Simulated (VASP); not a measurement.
Mg2CdSe3, 12 atoms in the cell. Symmetry: P3m1, No. 156, trigonal system. The conventional cell has a = 4.291 Å, b = 4.291 Å, c = 10.482 Å, α = 90.00°, β = 90.00°, γ = 120.00°. Mg (site symmetry 3m) has 4 Se at 2.60 to 2.61 Å within 3.4 Å. Within 3.4 Å of Mg (site symmetry 3m) lie 4 Se at 2.60 to 2.61 Å. Within 3.5 Å of Cd (site symmetry 3m) lie 4 Se at 2.66 to 2.68 Å. Se (site symmetry 3m) has 3 Mg at 2.61 Å and 1 Cd at 2.68 Å within 3.4 Å. Se (site symmetry 3m) has 4 Mg at 2.60 to 2.61 Å within 3.4 Å. Se (site symmetry 3m) has 1 Mg at 2.60 Å and 3 Cd at 2.66 Å within 3.4 Å. 

- Program: VASP 6.6.1
- Task: single point
- Functional: PBE
- Potentials or basis: VASP PAW PBE potentials, release 64 (Mg, Cd, Se)
- Cutoff: 520 eV
- k mesh: 6 × 6 × 1
- Occupations: gaussian, width 0.1 eV
- Spin: no spin polarisation
- Dipole correction: no
- Further INCAR settings: ALGO = Normal; EDIFF = 1e-06; NBANDS = 46

Potentials or basis: VASP PAW PBE potentials, release 64 (Mg, Cd, Se).

The run is started by

```bash
$ cat potpaw_PBE.64/Mg/POTCAR potpaw_PBE.64/Cd/POTCAR potpaw_PBE.64/Se/POTCAR > POTCAR
$ mpirun -np 1 vasp_std > vasp.out
```

Hardware: 1 thread of Intel(R) Xeon(R) Platinum 8488C (Sapphire Rapids), with other jobs on the host.

Problem. How long does it take, and how much memory?

Solution. Wall time 88 s on 1 thread of Intel(R) Xeon(R) Platinum 8488C (Sapphire Rapids) (shared host), peak memory 0.46 GiB. Counts: scf iterations 15, k points 7.
